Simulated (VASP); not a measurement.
Here is a VASP 6.6.1 calculation.

The input INCAR:

```
SYSTEM = Co
PREC     = Accurate       ! precision mode
ENCUT    = 520            ! plane-wave cutoff, eV
EDIFF    = 1E-6           ! SCF threshold, eV
ISMEAR   = 0              ! smearing method
SIGMA    = 0.15           ! smearing width, eV
LREAL    = .False.        ! projectors in reciprocal space
LASPH    = .True.         ! aspherical terms in the spheres
NELM     = 150            ! most SCF steps
ALGO     = Fast           ! electronic algorithm
ISIF     = 2              ! what is computed and relaxed
LWAVE    = .False.        ! write WAVECAR
LCHARG   = .False.        ! write CHGCAR
ISPIN    = 2              ! spin polarisation
MAGMOM   = 2.05 2.05 1.96 1.96 1.96 1.96 ! initial moments
LORBIT   = 11             ! projections on sites
LMAXMIX  = 4              ! l up to which the mixer works
GGA      = PE             ! functional
NBANDS   = 40             ! bands
```

The input KPOINTS:

```
Automatic mesh
0
Gamma
  12 12 12
  0 0 0
```

The input POSCAR:

```
Co
1.0
    0.0000000000      3.1664795211      3.1664795211
    3.1664795211      0.0000000000      3.1664795211
    3.1664795211      3.1664795211      0.0000000000
Co
6
Direct
    0.2500000000      0.2500000000      0.2500000000
    0.0000000000      0.0000000000      0.0000000000
    0.6250000000      0.6250000000      0.1250000000
    0.6250000000      0.1250000000      0.6250000000
    0.1250000000      0.6250000000      0.6250000000
    0.6250000000      0.6250000000      0.6250000000
```

Potentials or basis: VASP PAW PBE potentials, release 64 (Co).

The run is started by

```console
$ cat potpaw_PBE.64/Co/POTCAR > POTCAR
$ mpirun -np 1 vasp_std > vasp.out
```

Q: Predict the site moments.

A: Co +1.72, +1.62 (each value once) μB.

Q: What does it give for the net moment?

A: 9.88 μB per cell.

Q: Estimate the pressure.

A: 18.0 GPa.

Caveat: the cell stands under pressure.
